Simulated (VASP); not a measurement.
# SnO in VASP: further runs

Runs on SnO. Level: LDA. Tasks: single point.

Program: VASP 6.6.1. These are calculated values, not measurements. Logs are shortened: lines on timing, memory, paths and dates and some standing lists are left out, and cuts for length are marked.

### Step 1. The cell of the first run

The typed cell holds 8 atoms: a = 3.768 Å, b = 3.768 Å, c = 9.330 Å, α = 90.00°, β = 90.00°, γ = 90.00°.

### Step 2. Single point, LDA

INCAR reads:

```
PREC     = Accurate       # precision mode
ENCUT    = 600            # plane-wave cutoff, eV
EDIFF    = 1E-6           # SCF threshold, eV
ISMEAR   = -1             # smearing method
SIGMA    = 0.1            # smearing width, eV
LREAL    = False          # projectors in reciprocal space
LASPH    = True           # aspherical terms in the spheres
NELM     = 120            # most SCF steps
ALGO     = Normal         # electronic algorithm
ISIF     = 2              # what is computed and relaxed
LWAVE    = False          # write WAVECAR
LCHARG   = True           # write CHGCAR
LELF     = True           # ELF
LVHAR    = True         
NBANDS   = 50             # bands
GGA_COMPAT= False
```

KPOINTS reads:

```
regular mesh
0
Gamma
  5 5 2
```

POSCAR reads:

```
SnO
1.0
    2.6640248532     -2.6640250545      0.0000000000
    2.6640248532      2.6640250545      0.0000000000
    0.0000000000      0.0000000000      9.3303040695
Sn O
4 4
Direct
    0.7500240316      0.2499759684      0.8727099153
    0.7499759684      0.2500240316      0.3727099153
    0.2499759684      0.7500240316      0.1272900847
    0.2500240316      0.7499759684      0.6272900847
    0.2500520032      0.2499479968      0.2500000000
    0.2499479968      0.2500520032      0.7500000000
    0.7500520032      0.7499479968      0.2500000000
    0.7499479968      0.7500520032      0.7500000000
```

Potentials or basis: VASP PAW LDA potentials, release 64 (Sn_d, O).

Started as:

```bash
> cat potpaw_LDA.64/Sn_d/POTCAR potpaw_LDA.64/O/POTCAR > POTCAR
> mpirun -np 1 vasp_std > vasp.out
```

OUTCAR:

```text
PREC = Accurate
   ENCUT = 600
   EDIFF = 1E-6
   ISMEAR = -1
   LREAL = False
   LASPH = True
   NELM = 120
   ISIF = 2

 ion  position               nearest neighbor table
   1  0.750  0.250  0.873-   6 2.20   8 2.20   8 2.20   6 2.20   4 3.51   4 3.51   4 3.51   4 3.51
                             3 3.57   3 3.57   3 3.57   3 3.57
   2  0.750  0.250  0.373-   5 2.20   7 2.20   5 2.20   7 2.20   3 3.51   3 3.51   3 3.51   3 3.51
                             4 3.57   4 3.57   4 3.57   4 3.57
   3  0.250  0.750  0.127-   5 2.20   7 2.20   7 2.20   5 2.20   2 3.51   2 3.51   2 3.51   2 3.51
                             1 3.57   1 3.57   1 3.57   1 3.57
   4  0.250  0.750  0.627-   6 2.20   8 2.20   6 2.20   8 2.20   1 3.51   1 3.51   1 3.51   1 3.51
                             2 3.57   2 3.57   2 3.57   2 3.57
   5  0.250  0.250  0.250-   2 2.20   3 2.20   3 2.20   2 2.20
   6  0.250  0.250  0.750-   1 2.20   4 2.20   1 2.20   4 2.20
   7  0.750  0.750  0.250-   2 2.20   3 2.20   2 2.20   3 2.20
   8  0.750  0.750  0.750-   1 2.20   4 2.20   4 2.20   1 2.20

  LATTYP: Found a simple tetragonal cell.
 ALAT       =     3.7675002202
 C/A-ratio  =     2.4765238286

  Lattice vectors:

 A1 = (   2.6640248532,  -2.6640250545,   0.0000000000)
 A2 = (   2.6640248532,   2.6640250545,   0.0000000000)
 A3 = (   0.0000000000,   0.0000000000,   9.3303040695)

Analysis of symmetry for initial positions (statically):
=====================================================================
 Subroutine PRICEL returns:
 Original cell was already a primitive cell.

 Routine SETGRP: Setting up the symmetry group for a
 simple tetragonal supercell.

 Subroutine GETGRP returns: Found  8 space group operations
 (whereof  4 operations were pure point group operations)
 out of a pool of 16 trial point group operations.

The static configuration has the point symmetry C_2h.
 The point group associated with its full space group is D_2h.

Analysis of symmetry for dynamics (positions and initial velocities):
=====================================================================
 Subroutine PRICEL returns:
 Original cell was already a primitive cell.

 Routine SETGRP: Setting up the symmetry group for a
 simple tetragonal supercell.

 Subroutine GETGRP returns: Found  8 space group operations
 (whereof  4 operations were pure point group operations)
 out of a pool of 16 trial point group operations.

The dynamic configuration has the point symmetry C_2h.
 The point group associated with its full space group is D_2h.

 Subroutine INISYM returns: Found  8 space group operations
 (whereof  4 operations are pure point group operations),
 and found     1 'primitive' translations

----------------------------------------------------------------------------------------

                                     Primitive cell

  volume of cell :     132.4349

  direct lattice vectors                    reciprocal lattice vectors
     2.664024853 -2.664025055  0.000000000     0.187685937 -0.187685923  0.000000000
     2.664024853  2.664025055  0.000000000     0.187685937  0.187685923  0.000000000
     0.000000000  0.000000000  9.330304070     0.000000000  0.000000000  0.107177643

  length of vectors
     3.767500220  3.767500220  9.330304070     0.265427987  0.265427987  0.107177643

  position of ions in fractional coordinates (direct lattice)
     0.750024032  0.249975968  0.872709915
     0.749975968  0.250024032  0.372709915
     0.249975968  0.750024032  0.127290085
     0.250024032  0.749975968  0.627290085
     0.250052003  0.249947997  0.250000000
     0.249947997  0.250052003  0.750000000
     0.750052003  0.749947997  0.250000000
     0.749947997  0.750052003  0.750000000

  ion indices of the primitive-cell ions
   primitive index   ion index
                 1           1
                 2           2
                 3           3
                 4           4
                 5           5
                 6           6
                 7           7
                 8           8

----------------------------------------------------------------------------------------

 KPOINTS: regular mesh

Automatic generation of k-mesh.
 Grid dimensions read from file:
 generate k-points for:    5    5    2

 Generating k-lattice:

  Cartesian coordinates                     Fractional coordinates (reciprocal lattice)
     0.037537187 -0.037537185  0.000000000     0.200000000  0.000000000  0.000000000
     0.037537187  0.037537185  0.000000000     0.000000000  0.200000000  0.000000000
     0.000000000  0.000000000  0.053588822     0.000000000  0.000000000  0.500000000

  Length of vectors
     0.053085597  0.053085597  0.053588822

  Shift w.r.t. Gamma in fractional coordinates (k-lattice)
     0.000000000  0.000000000  0.000000000

 Subroutine IBZKPT returns following result:
 ===========================================

 Found     18 irreducible k-points:

 Following reciprocal coordinates:
            Coordinates               Weight
  0.000000  0.000000  0.000000      1.000000
  0.200000 -0.000000  0.000000      4.000000
  0.400000 -0.000000  0.000000      4.000000
  0.200000  0.200000  0.000000      2.000000
 -0.200000  0.200000  0.000000      2.000000
  0.400000  0.200000  0.000000      4.000000
[... 10 lines left out ...]
  0.400000  0.400000  0.500000      2.000000
 -0.400000  0.400000  0.500000      2.000000
   k-points           NKPTS =     18   k-points in BZ     NKDIM =     18   number of bands    NBANDS=     50
   number of dos      NEDOS =    301   number of ions     NIONS =      8
   total plane-waves  NPLWV =  72000
   dimension x,y,z NGX =    30 NGY =   30 NGZ =   80
   dimension x,y,z NGXF=    60 NGYF=   60 NGZF=  160
   ions per type =               4   4
   NGX,Y,Z   is equivalent  to a cutoff of  13.24, 13.24, 14.25 a.u.
   NGXF,Y,Z  is equivalent  to a cutoff of  26.48, 26.48, 28.51 a.u.
 SYSTEM =  unknown system
   PREC   = accura    normal or accurate (medium, high low for compatibility)
   ISTART =      0    job   : 0-new  1-cont  2-samecut
   ICHARG =      2    charge: 1-file 2-atom 10-const
   ISPIN  =      1    spin polarized calculation?
   LNONCOLLINEAR =      F non collinear calculations
   LSORBIT =      F    spin-orbit coupling
   LASPH  =      T    aspherical Exc in radial PAW
   ENCUT  =  600.0 eV  44.10 Ry    6.64 a.u.   7.52  7.52 18.63*2*pi/ulx,y,z
   NELM   =    120;   NELMIN=  2; NELMDL= -5     # of ELM steps
   EDIFF  = 0.1E-05   stopping-criterion for ELM
   LREAL  =      F    real-space projection
   EDIFFG = 0.1E-04   stopping-criterion for IOM
   NSW    =      0    number of steps for IOM
   IBRION =     -1    ionic relax: 0-MD 1-quasi-New 2-CG
   NFREE  =      0    steps in history (QN), initial steepest desc. (CG)
   ISIF   =      2    stress and relaxation
   ISYM   =      2    0-nonsym 1-usesym 2-fastsym
   POTIM  = 0.5000    time-step for ionic-motion
   TEBEG  =    0.0;   TEEND  =   0.0 temperature during run
   PSTRESS=    0.0 pullay stress
   NELECT =      80.0000    total number of electrons
   NUPDOWN=      -1.0000    fix difference up-down
   EMIN   =  10.00;   EMAX   =-10.00  energy-range for DOS
   EFERMI =   0.00;   METHOD = LEGACY
   ISMEAR =    -1;   SIGMA  =   0.10  broadening in eV -4-tet -1-fermi 0-gaus
   EFERMI_NEDOS =   21; number of points for ismear=-14 and -15
   IALGO  =     38    algorithm
   IMIX   =      4    mixing-type and parameters
     AMIX     =   0.40;   BMIX     =  1.00
     AMIX_MAG =   1.60;   BMIX_MAG =  1.00
  volume/ion in A,a.u.               =      16.55       111.71
  Fermi-wavevector in a.u.,A,eV,Ry     =   1.383898  2.615188 26.057514  1.915173
  Thomas-Fermi vector in A             =   2.508453
   LORBIT       =      0    0 simple, 1 ext, 2 COOP (PROOUT), +10 PAW based schemes
   GGA     = CA    functional components
   LHFCALC =     F    Hartree Fock is set to
   AEXX    =    0.0000 exact exchange contribution
   IVDW    =     0    specifies the selected vdW correction
   LEPSILON=     F    determine dielectric tensor
   LRPA    =     F    only Hartree local field effects (RPA)
 non-spin polarized calculation
  energy-cutoff  :      600.00
  volume of cell :      132.43
 maximum number of plane-waves:      4445
 NGX is ok and might be reduce to    30
   NGX = 15   NGY = 15   NGZ = 37

 number of electron      80.0000036 magnetization

 Free energy of the ion-electron system (eV)
  ---------------------------------------------------
  ext. energy  EPLUGINS =         0.00000000
  ---------------------------------------------------
  free energy    TOTEN  =       -51.46823463 eV

  energy without entropy =      -51.45356057  energy(sigma->0) =      -51.46089760

 E-fermi :   7.6607     XC(G=0): -10.9768

 val. band max:        7.5734165858   @ k =   0.0000   0.0000   0.0000
 cond. band min:       7.8324689833   @ k =   0.4000   0.4000   0.0000
 fundamental gap:      0.2590523975
 Fermi energy:         7.6607494635

 k-point     1 :       0.0000    0.0000    0.0000
  band No.  band energies     occupation
      1     -14.4444      2.00000
      2     -14.4169      2.00000
      3     -13.9848      2.00000
      4     -13.9749      2.00000
      5     -13.9749      2.00000
      6     -13.9570      2.00000
[... 42 lines left out ...]
     49      13.4141      0.00000
     50      13.4141      0.00000

 k-point     2 :       0.2000   -0.0000    0.0000
  band No.  band energies     occupation
      1     -14.4215      2.00000
      2     -14.4060      2.00000
      3     -14.0635      2.00000
      4     -14.0150      2.00000
      5     -13.9653      2.00000
      6     -13.9612      2.00000
[... 42 lines left out ...]
     49      13.0494      0.00000
     50      13.6081      0.00000

 k-point     3 :       0.4000   -0.0000    0.0000
  band No.  band energies     occupation
      1     -14.3691      2.00000
      2     -14.3573      2.00000
      3     -14.2642      2.00000
      4     -14.2271      2.00000
      5     -13.9661      2.00000
      6     -13.9567      2.00000
[... 784 lines left out ...]
     49      13.8073      0.00000
     50      13.8074      0.00000

 k-point    18 :      -0.4000    0.4000    0.5000
  band No.  band energies     occupation
      1     -14.3807      2.00000
      2     -14.3807      2.00000
      3     -14.3512      2.00000
      4     -14.3512      2.00000
      5     -13.9264      2.00000
      6     -13.9264      2.00000
[... 42 lines left out ...]
     49      13.8073      0.00000
     50      13.8078      0.00000

------------------------ aborting loop because EDIFF is reached ----------------------------------------

  FORCE on cell =-STRESS in cart. coord.  units (eV):
  Direction    XX          YY          ZZ          XY          YZ          ZX
  --------------------------------------------------------------------------------------
  -------------------------------------------------------------------------------------
  Total        0.1736581      0.1735400      0.1977290      0.0000000      0.0000000      0.0000000
  in kB        2.1008898      2.0994614      2.3920957      0.0000000      0.0000000      0.0000000
  external PRESSURE =       2.1974823 kB  Pullay stress =       0.0000000 kB

 VOLUME and BASIS-vectors are now :
 -----------------------------------------------------------------------------
  energy-cutoff  :      600.00
  volume of cell :      132.43
      direct lattice vectors                 reciprocal lattice vectors
     2.664024853 -2.664025055  0.000000000     0.187685937 -0.187685923  0.000000000
     2.664024853  2.664025055  0.000000000     0.187685937  0.187685923  0.000000000
     0.000000000  0.000000000  9.330304070     0.000000000  0.000000000  0.107177643

 POSITION                                       TOTAL-FORCE (eV/Angst)
 -----------------------------------------------------------------------------------
      2.66402     -1.33214      8.14265         0.000000      0.001666      0.114175
      2.66402     -1.33188      3.47750         0.000000     -0.001666      0.114175
      2.66402      1.33214      1.18766         0.000000     -0.001666     -0.114175
      2.66402      1.33188      5.85281         0.000000      0.001666     -0.114175
      1.33201     -0.00028      2.33258         0.000000      0.001737      0.000000
      1.33201      0.00028      6.99773         0.000000     -0.001737      0.000000
      3.99604     -0.00028      2.33258         0.000000      0.001737      0.000000
      3.99604      0.00028      6.99773         0.000000     -0.001737      0.000000
 -----------------------------------------------------------------------------------
    total drift:                                0.000000     -0.000000      0.000000

  FREE ENERGIE OF THE ION-ELECTRON SYSTEM (eV)
  ---------------------------------------------------
  free  energy   TOTEN  =       -51.4682346323 eV

  energy  without entropy=      -51.4535605743  energy(sigma->0) =      -51.46089760
```

Wall time 2.1 min (1 thread of Intel Xeon Platinum 8488C (Sapphire Rapids), shared host); peak memory 0.27 GiB.

Results:

| Item | Value |
| --- | --- |
| Free energy | -51.4682 eV |
| Pressure | 0.2 GPa |
| Largest force | 0.114 eV/Å |
| Band gap on the k mesh | 0.26 eV |

Forces in eV/Å, atoms in the order of the input:
```
Sn   0.000  0.002  0.114
Sn   0.000 -0.002  0.114
Sn   0.000 -0.002 -0.114
Sn   0.000  0.002 -0.114
O    0.000  0.002  0.000
O    0.000 -0.002  0.000
O    0.000  0.002  0.000
O    0.000 -0.002  0.000
```

Caveat: spin-orbit coupling is left out, which moves the levels of the heavy elements; an odd mesh through Γ misses points on the zone boundary, where band edges can lie.

### Step 3. Single point, LDA

INCAR reads:

```
SYSTEM = SnO
ALGO = Normal
EDIFF = 1E-6
ENCUT = 600
GGA = CA
GGA_COMPAT = .FALSE.
ISIF = 2
ISMEAR = -1
LASPH = .TRUE.
LCHARG = .FALSE.
LREAL = .FALSE.
LWAVE = .FALSE.
NBANDS = 50
NELM = 120
PREC = Accurate
SIGMA = 0.1
```

KPOINTS reads:

```
k-points
0
G
  5 5 2
  0 0 0
```

POSCAR is that of step 2.

Potentials or basis: VASP PAW LDA potentials, release 64 (Sn_d, O).

Started as:

```bash
> cat potpaw_LDA.64/Sn_d/POTCAR potpaw_LDA.64/O/POTCAR > POTCAR
> mpirun -np 1 vasp_std > vasp.out
```

Wall time 2 min (1 thread of Intel Xeon Platinum 8488C (Sapphire Rapids), shared host); peak memory 0.27 GiB.

It converged, with:

```
Free energy            : -51.4682 eV
Pressure               : 0.2 GPa
Largest force          : 0.114 eV/Å
Band gap on the k mesh : 0.26 eV
```

Forces on the atoms (eV/Å):
```
Sn   0.000  0.002  0.114
Sn   0.000 -0.002  0.114
Sn   0.000 -0.002 -0.114
Sn   0.000  0.002 -0.114
O    0.000  0.002  0.000
O    0.000 -0.002  0.000
O    0.000  0.002  0.000
O    0.000 -0.002  0.000
```

Levels at points of the mesh, in eV from the valence-band top:
```csv
k point,band 37,band 38,band 39,band 40,band 41,band 42,band 43,band 44
"(0.00, 0.00, 0.00)",-3.33,-2.80,-2.30,0.00,1.53,2.27,2.66,2.66
"(0.00, 0.00, 0.50)",-3.34,-3.34,-0.49,-0.49,1.59,1.59,3.31,3.31
```

Caveat: spin-orbit coupling is left out, which moves the levels of the heavy elements; an odd mesh through Γ misses points on the zone boundary, where band edges can lie.
